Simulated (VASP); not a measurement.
Write the native input for VASP 6.6.1 that does the following.

| Quantity | Value |
| --- | --- |
| Task | single point |
| Functional | revPBE |
| Dispersion | D3(BJ) |
| Potentials or basis | VASP PAW PBE potentials, release 64 (In_d, P) |
| Cutoff | 520 eV |
| k mesh | 8 × 8 × 8 |
| Occupations | fermi-dirac, width 0.05 eV |
| Spin | no spin polarisation |
| Dipole correction | no |
| Further INCAR settings | ALGO = Normal; EDIFF = 1e-06; NBANDS = 16 |

The structure of InP lies in POSCAR:

```
InP
1.0
    0.0000000000      2.7160319542      2.7160319542
    2.7160319542      0.0000000000      2.7160319542
    2.7160319542      2.7160319542      0.0000000000
In P
1 1
Direct
    0.0000000000      0.0000000000      0.0000000000
    0.5000000000      0.5000000000      0.5000000000
```

One way to write it, as run:

INCAR

```
SYSTEM = InP
PREC     = Accurate       ! precision mode
ENCUT    = 520            ! plane-wave cutoff, eV
EDIFF    = 1E-6           ! SCF threshold, eV
ISMEAR   = -1             ! smearing method
SIGMA    = 0.05           ! smearing width, eV
LREAL    = .False.        ! projectors in reciprocal space
LASPH    = .True.         ! aspherical terms in the spheres
NELM     = 100            ! most SCF steps
ALGO     = Normal         ! electronic algorithm
ISIF     = 2              ! what is computed and relaxed
LWAVE    = .False.        ! write WAVECAR
LCHARG   = .False.        ! write CHGCAR
GGA      = RE             ! functional
IVDW     = 12             ! dispersion correction
NBANDS   = 16             ! bands
```

KPOINTS

```
regular mesh
0
Gamma
  8 8 8
  0 0 0
```

Potentials or basis: VASP PAW PBE potentials, release 64 (In_d, P).

Run with:

```bash
$ cat potpaw_PBE.64/In_d/POTCAR potpaw_PBE.64/P/POTCAR > POTCAR
$ mpirun -np 1 vasp_std > vasp.out
```

It gave:

| Property | Result |
| --- | --- |
| Pressure | -0.1 GPa |
| Band gap on the k mesh | zero (band 9 reaches 8.16 eV, above the bottom of band 10 at 5.45 eV) |
| Dispersion energy per atom | -0.753 eV |

Caveat: the PAW data sets were made with another functional, which shifts forces and pressure a little; spin-orbit coupling is left out, which moves the levels of the heavy elements; pairwise dispersion overbinds metals, which lowers pressure and volume.

It took 33 s on 1 thread of Intel Xeon 8259CL, with other jobs on the host, peak memory 0.18 GiB.
